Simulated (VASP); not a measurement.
# NaTa4F (F-43m) in VASP: a series of runs

NaTa4F is run at these levels: PBE; tasks: relaxation of cell and atoms, single point.

All numbers are computed with VASP 6.6.1; they aren't measurements. Logs are shortened: lines on timing, memory, paths and dates and some standing lists are left out, and cuts for length are marked.

## 1. The cell of the first run

It takes space group F-43m (No. 216, cubic). Conventional cell: a = 7.201 Å, b = 7.201 Å, c = 7.201 Å, α = 90.00°, β = 90.00°, γ = 90.00°. Na (site symmetry -43m) has 12 Ta at 2.99 Å and 4 F at 3.12 Å within 3.9 Å. Within 3.3 Å of Ta (site symmetry 3m) lie 6 Ta at 2.52 to 2.58 Å and 3 F at 2.98 Å and 3 Na at 2.99 Å. F (site symmetry -43m) has 12 Ta at 2.98 Å and 4 Na at 3.12 Å within 3.9 Å.

The cell was generated, and may not be a known phase.

## 2. Relaxation of cell and atoms, PBE

The input, INCAR:

```
SYSTEM = NaTa4F
PREC     = Accurate       ! precision mode
ENCUT    = 600            ! plane-wave cutoff, eV
EDIFF    = 1E-7           ! SCF threshold, eV
ISMEAR   = 0              ! smearing method
SIGMA    = 0.1            ! smearing width, eV
LREAL    = .FALSE.        ! projectors in reciprocal space
LASPH    = .TRUE.         ! aspherical terms in the spheres
NELM     = 60             ! most SCF steps
ALGO     = Normal         ! electronic algorithm
ISIF     = 3              ! what is computed and relaxed
LWAVE    = .FALSE.        ! write WAVECAR
LCHARG   = .FALSE.        ! write CHGCAR
GGA      = PE             ! functional
IBRION   = 2              ! ionic algorithm
NSW      = 90             ! ionic steps
EDIFFG   = -0.04          ! ionic threshold
```

The input, KPOINTS:

```
regular mesh
0
G
  4 4 4
  0 0 0
```

The input, POSCAR:

```
NaTa4F
1.0
    0.0000000000      3.6004768900      3.6004768900
    3.6004768900      0.0000000000      3.6004768900
    3.6004768900      3.6004768900      0.0000000000
Na Ta F
1 4 1
Direct
    0.7500000000      0.7500000000      0.7500000000
    0.3735206500      0.3735206500      0.8794380400
    0.8794380400      0.3735206500      0.3735206500
    0.3735206500      0.3735206500      0.3735206500
    0.3735206500      0.8794380400      0.3735206500
    0.0000000000      0.0000000000      0.0000000000
```

Potentials or basis: VASP PAW PBE potentials, release 64 (Na_pv, Ta_pv, F).

Command:

```
cat potpaw_PBE.64/Na_pv/POTCAR potpaw_PBE.64/Ta_pv/POTCAR potpaw_PBE.64/F/POTCAR > POTCAR
mpirun -np 1 vasp_std > vasp.out
```

OUTCAR:

```text
SYSTEM = NaTa4F
   PREC = Accurate
   ENCUT = 600
   EDIFF = 1E-7
   ISMEAR = 0
   LREAL = .FALSE.
   LASPH = .TRUE.
   NELM = 60
   ISIF = 3
   GGA = PE
   IBRION = 2
   NSW = 90
   EDIFFG = -0.04

 ion  position               nearest neighbor table
   1  0.750  0.750  0.750-   3 2.99   5 2.99   2 2.99   3 2.99   2 2.99   5 2.99   4 2.99   4 2.99
                             4 2.99   2 2.99   3 2.99   5 2.99
   2  0.374  0.374  0.879-   3 2.52   4 2.52   5 2.52   5 2.58   3 2.58   4 2.58   1 2.99   1 2.99
                             1 2.99
   3  0.879  0.374  0.374-   2 2.52   4 2.52   5 2.52   5 2.58   2 2.58   4 2.58   1 2.99   1 2.99
                             1 2.99
   4  0.374  0.374  0.374-   2 2.52   3 2.52   5 2.52   3 2.58   5 2.58   2 2.58   1 2.99   1 2.99
                             1 2.99
   5  0.374  0.879  0.374-   2 2.52   3 2.52   4 2.52   3 2.58   2 2.58   4 2.58   1 2.99   1 2.99
                             1 2.99
   6  0.000  0.000  0.000-

  LATTYP: Found a face centered cubic cell.
 ALAT       =     7.2009537800

  Lattice vectors:

 A1 = (   0.0000000000,   3.6004768900,   3.6004768900)
 A2 = (   3.6004768900,   0.0000000000,   3.6004768900)
 A3 = (   3.6004768900,   3.6004768900,   0.0000000000)

Analysis of symmetry for initial positions (statically):
=====================================================================
 Subroutine PRICEL returns:
 Original cell was already a primitive cell.

 Routine SETGRP: Setting up the symmetry group for a
 face centered cubic supercell.

 Subroutine GETGRP returns: Found 24 space group operations
 (whereof 24 operations were pure point group operations)
 out of a pool of 48 trial point group operations.

The static configuration has the point symmetry T_d .

Analysis of symmetry for dynamics (positions and initial velocities):
=====================================================================
 Subroutine PRICEL returns:
 Original cell was already a primitive cell.

 Routine SETGRP: Setting up the symmetry group for a
 face centered cubic supercell.

 Subroutine GETGRP returns: Found 24 space group operations
 (whereof 24 operations were pure point group operations)
 out of a pool of 48 trial point group operations.

The dynamic configuration has the point symmetry T_d .

 Subroutine INISYM returns: Found 24 space group operations
 (whereof 24 operations are pure point group operations),
 and found     1 'primitive' translations

----------------------------------------------------------------------------------------

                                     Primitive cell

  volume of cell :      93.3491

  direct lattice vectors                    reciprocal lattice vectors
     0.000000000  3.600476890  3.600476890    -0.138870493  0.138870493  0.138870493
     3.600476890  0.000000000  3.600476890     0.138870493 -0.138870493  0.138870493
     3.600476890  3.600476890  0.000000000     0.138870493  0.138870493 -0.138870493

  length of vectors
     5.091843249  5.091843249  5.091843249     0.240530749  0.240530749  0.240530749

  position of ions in fractional coordinates (direct lattice)
     0.750000000  0.750000000  0.750000000
     0.373520650  0.373520650  0.879438040
     0.879438040  0.373520650  0.373520650
     0.373520650  0.373520650  0.373520650
     0.373520650  0.879438040  0.373520650
     0.000000000  0.000000000  0.000000000

  ion indices of the primitive-cell ions
   primitive index   ion index
                 1           1
                 2           2
                 3           3
                 4           4
                 5           5
                 6           6

----------------------------------------------------------------------------------------

 KPOINTS: regular mesh

Automatic generation of k-mesh.
 Grid dimensions read from file:
 generate k-points for:    4    4    4

 Generating k-lattice:

  Cartesian coordinates                     Fractional coordinates (reciprocal lattice)
    -0.034717623  0.034717623  0.034717623     0.250000000  0.000000000  0.000000000
     0.034717623 -0.034717623  0.034717623     0.000000000  0.250000000  0.000000000
     0.034717623  0.034717623 -0.034717623     0.000000000  0.000000000  0.250000000

  Length of vectors
     0.060132687  0.060132687  0.060132687

  Shift w.r.t. Gamma in fractional coordinates (k-lattice)
     0.000000000  0.000000000  0.000000000

 Subroutine IBZKPT returns following result:
 ===========================================

 Found      8 irreducible k-points:

 Following reciprocal coordinates:
            Coordinates               Weight
  0.000000  0.000000  0.000000      1.000000
  0.250000  0.000000  0.000000      8.000000
  0.500000  0.000000  0.000000      4.000000
  0.250000  0.250000  0.000000      6.000000
  0.500000  0.250000  0.000000     24.000000
 -0.250000  0.250000  0.000000     12.000000
  0.500000  0.500000  0.000000      3.000000
 -0.250000  0.500000  0.250000      6.000000
   k-points           NKPTS =      8   k-points in BZ     NKDIM =      8   number of bands    NBANDS=     34
   number of dos      NEDOS =    301   number of ions     NIONS =      6
   total plane-waves  NPLWV =  74088
   dimension x,y,z NGX =    42 NGY =   42 NGZ =   42
   dimension x,y,z NGXF=    84 NGYF=   84 NGZF=   84
   ions per type =               1   4   1
   NGX,Y,Z   is equivalent  to a cutoff of  13.71, 13.71, 13.71 a.u.
   NGXF,Y,Z  is equivalent  to a cutoff of  27.43, 27.43, 27.43 a.u.
 SYSTEM =  NaTa4F
   PREC   = accura    normal or accurate (medium, high low for compatibility)
   ISTART =      0    job   : 0-new  1-cont  2-samecut
   ICHARG =      2    charge: 1-file 2-atom 10-const
   ISPIN  =      1    spin polarized calculation?
   LNONCOLLINEAR =      F non collinear calculations
   LSORBIT =      F    spin-orbit coupling
   LASPH  =      T    aspherical Exc in radial PAW
   ENCUT  =  600.0 eV  44.10 Ry    6.64 a.u.  10.17 10.17 10.17*2*pi/ulx,y,z
   NELM   =     60;   NELMIN=  2; NELMDL= -5     # of ELM steps
   EDIFF  = 0.1E-06   stopping-criterion for ELM
   LREAL  =      F    real-space projection
   EDIFFG = -.4E-01   stopping-criterion for IOM
   NSW    =     90    number of steps for IOM
   IBRION =      2    ionic relax: 0-MD 1-quasi-New 2-CG
   NFREE  =      1    steps in history (QN), initial steepest desc. (CG)
   ISIF   =      3    stress and relaxation
   ISYM   =      2    0-nonsym 1-usesym 2-fastsym
   POTIM  = 0.5000    time-step for ionic-motion
   TEBEG  =    0.0;   TEEND  =   0.0 temperature during run
   PSTRESS=    0.0 pullay stress
   NELECT =      58.0000    total number of electrons
   NUPDOWN=      -1.0000    fix difference up-down
   EMIN   =  10.00;   EMAX   =-10.00  energy-range for DOS
   EFERMI =   0.00;   METHOD = LEGACY
   ISMEAR =     0;   SIGMA  =   0.10  broadening in eV -4-tet -1-fermi 0-gaus
   EFERMI_NEDOS =   21; number of points for ismear=-14 and -15
   IALGO  =     38    algorithm
   IMIX   =      4    mixing-type and parameters
     AMIX     =   0.40;   BMIX     =  1.00
     AMIX_MAG =   1.60;   BMIX_MAG =  1.00
  volume/ion in A,a.u.               =      15.56       104.99
  Fermi-wavevector in a.u.,A,eV,Ry     =   1.396950  2.639852 26.551345  1.951469
  Thomas-Fermi vector in A             =   2.520254
   LORBIT       =      0    0 simple, 1 ext, 2 COOP (PROOUT), +10 PAW based schemes
   GGA     = PE    functional components
   LHFCALC =     F    Hartree Fock is set to
   AEXX    =    0.0000 exact exchange contribution
   IVDW    =     0    specifies the selected vdW correction
   LEPSILON=     F    determine dielectric tensor
   LRPA    =     F    only Hartree local field effects (RPA)
 conjugate gradient relaxation of ions
 non-spin polarized calculation
 Gauss-broadening in eV      SIGMA  =   0.10
  energy-cutoff  :      600.00
  volume of cell :       93.35
 maximum number of plane-waves:      3142
 NGX is ok and might be reduce to    42
   NGX = 21   NGY = 21   NGZ = 21

--------------------------------------- Ionic step        1  -------------------------------------------

 number of electron      57.9999993 magnetization

 Free energy of the ion-electron system (eV)
  ---------------------------------------------------
  ext. energy  EPLUGINS =         0.00000000
  ---------------------------------------------------
  free energy    TOTEN  =       -41.50135524 eV

  energy without entropy =      -41.48995412  energy(sigma->0) =      -41.49565468

 E-fermi :   5.2094     XC(G=0): -11.8913

 val. band max:        5.0432343231   @ k =  -0.2500   0.5000   0.2500
 cond. band min:       5.2142918944   @ k =  -0.2500   0.5000   0.2500
 fundamental gap:      0.1710575714
 Fermi energy:         5.2094232250

 k-point     1 :       0.0000    0.0000    0.0000
  band No.  band energies     occupation
      1     -31.0935      2.00000
      2     -29.5957      2.00000
      3     -29.5957      2.00000
      4     -29.5957      2.00000
      5     -29.1134      2.00000
      6     -29.1134      2.00000
[... 730 lines left out ...]
 POSITION                                       TOTAL-FORCE (eV/Angst)
 -----------------------------------------------------------------------------------
      5.94986      5.94986      5.94986         0.000000      0.000000      0.000000
      4.93062      4.93062      3.00253        -0.018319     -0.018319      0.018319
      3.00253      4.93062      4.93062         0.018319     -0.018319     -0.018319
      3.00253      3.00253      3.00253         0.018319      0.018319      0.018319
      4.93062      3.00253      4.93062        -0.018319      0.018319     -0.018319
      0.00000      0.00000      0.00000         0.000000      0.000000      0.000000
 -----------------------------------------------------------------------------------
    total drift:                                0.000026      0.000026      0.000025

  FREE ENERGIE OF THE ION-ELECTRON SYSTEM (eV)
  ---------------------------------------------------
  free  energy   TOTEN  =       -45.1217889840 eV

  energy  without entropy=      -45.1008829740  energy(sigma->0) =      -45.11133598

--------------------------------------- Ionic step        5  -------------------------------------------

 number of electron      58.0000012 magnetization

 Free energy of the ion-electron system (eV)
  ---------------------------------------------------
  ext. energy  EPLUGINS =         0.00000000
  ---------------------------------------------------
  free energy    TOTEN  =       -45.12193353 eV

  energy without entropy =      -45.10122529  energy(sigma->0) =      -45.11157941

 E-fermi :   2.8738     XC(G=0): -10.4969

 val. band max:        2.8511420593   @ k =  -0.2500   0.5000   0.2500
 cond. band min:       2.9416120032   @ k =  -0.2500   0.2500   0.0000
 fundamental gap:      0.0904699439
 Fermi energy:         2.8738231265

 k-point     1 :       0.0000    0.0000    0.0000
  band No.  band energies     occupation
      1     -32.1352      2.00000
      2     -31.6353      2.00000
      3     -31.6353      2.00000
      4     -31.6353      2.00000
      5     -31.4794      2.00000
      6     -31.4794      2.00000
[... 298 lines left out ...]
 VOLUME and BASIS-vectors are now :
 -----------------------------------------------------------------------------
  energy-cutoff  :      600.00
  volume of cell :      124.13
      direct lattice vectors                 reciprocal lattice vectors
     0.000000000  3.959252313  3.959252313    -0.126286470  0.126286470  0.126286470
     3.959252313  0.000000000  3.959252313     0.126286470 -0.126286470  0.126286470
     3.959252313  3.959252313 -0.000000000     0.126286470  0.126286470 -0.126286470

 POSITION                                       TOTAL-FORCE (eV/Angst)
 -----------------------------------------------------------------------------------
      5.93888      5.93888      5.93888         0.000000      0.000000     -0.000000
      4.92212      4.92212      2.99639        -0.019300     -0.019300      0.019300
      2.99639      4.92212      4.92212         0.019300     -0.019300     -0.019300
      2.99639      2.99639      2.99639         0.019300      0.019300      0.019300
      4.92212      2.99639      4.92212        -0.019300      0.019300     -0.019300
      0.00000      0.00000      0.00000         0.000000      0.000000      0.000000
 -----------------------------------------------------------------------------------
    total drift:                                0.000025      0.000025      0.000025

  FREE ENERGIE OF THE ION-ELECTRON SYSTEM (eV)
  ---------------------------------------------------
  free  energy   TOTEN  =       -45.1219335316 eV

  energy  without entropy=      -45.1012252853  energy(sigma->0) =      -45.11157941

 reached required accuracy - stopping structural energy minimisation
```

It took 2.2 min on 1 thread of Intel Xeon 6975P-C (Granite Rapids), shared host; peak memory 0.28 GiB.

What came out:

| Property | Result |
| --- | --- |
| Free energy | -45.1219 eV |
| Relaxed volume | 20.69 Å³/atom |
| Relaxed cell | a = 5.599 Å, b = 5.599 Å, c = 5.599 Å, α = 60.00°, β = 60.00°, γ = 60.00° |
| Space group after relaxing (to 0.1 Å) | F-43m (No. 216) |
| Energy gained by relaxing | 603.4 meV/atom |
| Ionic steps | 5 |
| Pressure after relaxing | 0.2 GPa |
| Largest force after relaxing | 0.033 eV/Å |
| Band gap on the k mesh | zero (bands 29 and 30 overlap by 0.17 eV) |

Forces in eV/Å, atoms in the order of the input:
```
Na   0.000  0.000  0.000
Ta  -0.019 -0.019  0.019
Ta   0.019 -0.019 -0.019
Ta   0.019  0.019  0.019
Ta  -0.019  0.019 -0.019
F    0.000  0.000  0.000
```

The path:
| step | energy change (eV) | largest force (eV/Å) | pressure (GPa) | volume (Å³) |
| --- | --- | --- | --- | --- |
| 1 | 0.0000 | 2.2360 | 44.74 | 93.35 |
| 2 | -1.2467 | 0.8971 | -15.48 | 165.20 |
| 3 | -3.6170 | 0.0309 | -0.95 | 125.73 |
| 4 | -3.6204 | 0.0317 | -0.31 | 124.82 |
| 5 | -3.6206 | 0.0334 | 0.19 | 124.13 |

Final structure:
```yaml
crystal:
  lattice:
    - [0.00000, 3.95925, 3.95925]
    - [3.95925, 0.00000, 3.95925]
    - [3.95925, 3.95925, 0.00000]
  atoms:
    - { symbol: Na, position: [0.75000, 0.75000, 0.75000] }
    - { symbol: Ta, position: [0.37840, 0.37840, 0.86479] }
    - { symbol: Ta, position: [0.86479, 0.37840, 0.37840] }
    - { symbol: Ta, position: [0.37840, 0.37840, 0.37840] }
    - { symbol: Ta, position: [0.37840, 0.86479, 0.37840] }
    - { symbol: F, position: [0.00000, 0.00000, 0.00000] }
```

Levels at points of the mesh, in eV from the Fermi level:
```tsv
k point	band 25	band 26	band 27	band 28	band 29	band 30	band 31	band 32	band 33	band 34
(0.00, 0.00, 0.00)	-1.24	-1.24	-0.99	-0.99	-0.99	3.14	3.14	3.14	3.25	3.43
(0.50, 0.00, 0.00)	-1.47	-0.60	-0.60	-0.11	0.15	0.55	0.55	0.74	0.74	0.91
(0.50, 0.50, 0.00)	-1.21	-0.82	-0.57	-0.06	-0.06	0.11	0.32	0.79	0.82	0.82
```

Caveat: the k points lie up to 0.34 Å⁻¹ apart in the final cell; the volume moved by over 15 % at a fixed basis, so the end points are rough; spin-orbit coupling is left out, which moves the levels of the heavy elements.

## 3. Single point, PBE

This run uses another cell than the first one, of 20.67 Å³/atom.

The input, INCAR:

```
SYSTEM = NaTa4F
ALGO = Normal
EDIFF = 1E-6
ENCUT = 520
GGA = PE
ISIF = 2
ISMEAR = 0
LASPH = .True.
LCHARG = .True.
LELF = .True.
LREAL = .False.
LVHAR = .True.
LWAVE = .False.
NBANDS = 38
NELM = 80
PREC = Accurate
SIGMA = 0.1
```

The input, KPOINTS:

```
k-points
0
Gamma
  8 8 8
  0 0 0
```

The input, POSCAR:

```
NaTa4F
1.0
    0.0000000000      3.9582219372      3.9582219372
    3.9582219372      0.0000000000      3.9582219372
    3.9582219372      3.9582219372      0.0000000000
Na Ta F
1 4 1
Direct
    0.2500000000      0.2500000000      0.2500000000
    0.6214451738      0.6214451738      0.6214451738
    0.6214451738      0.6214451738      0.1356644787
    0.6214451738      0.1356644787      0.6214451738
    0.1356644787      0.6214451738      0.6214451738
    0.0000000000      0.0000000000      0.0000000000
```

Potentials or basis: VASP PAW PBE potentials, release 64 (Na_pv, Ta_pv, F).

Command:

```
cat potpaw_PBE.64/Na_pv/POTCAR potpaw_PBE.64/Ta_pv/POTCAR potpaw_PBE.64/F/POTCAR > POTCAR
mpirun -np 1 vasp_std > vasp.out
```

Wall time 94 s (1 thread of Intel Xeon 6975P-C (Granite Rapids), shared host); peak memory 0.32 GiB.

The run converged. Its results:

- Free energy: -45.1352 eV
- Pressure: 0.0 GPa
- Band gap on the k mesh: zero (bands 29 and 30 overlap by 0.27 eV)

Levels at points of the mesh, in eV from the Fermi level:
| k point | band 25 | band 26 | band 27 | band 28 | band 29 | band 30 | band 31 | band 32 | band 33 | band 34 |
| --- | --- | --- | --- | --- | --- | --- | --- | --- | --- | --- |
| (0.00, 0.00, 0.00) | -1.21 | -1.21 | -0.96 | -0.96 | -0.96 | 3.16 | 3.16 | 3.16 | 3.25 | 3.48 |
| (0.50, 0.00, 0.00) | -1.46 | -0.58 | -0.58 | -0.11 | 0.17 | 0.58 | 0.58 | 0.77 | 0.77 | 0.95 |
| (0.50, 0.50, 0.00) | -1.20 | -0.80 | -0.54 | -0.04 | -0.04 | 0.14 | 0.34 | 0.82 | 0.85 | 0.85 |

Caveat: spin-orbit coupling is left out, which moves the levels of the heavy elements.

[end of part 1 of 2]

The gap in the log of VASP goes by the Fermi energy; the results here count the filled bands.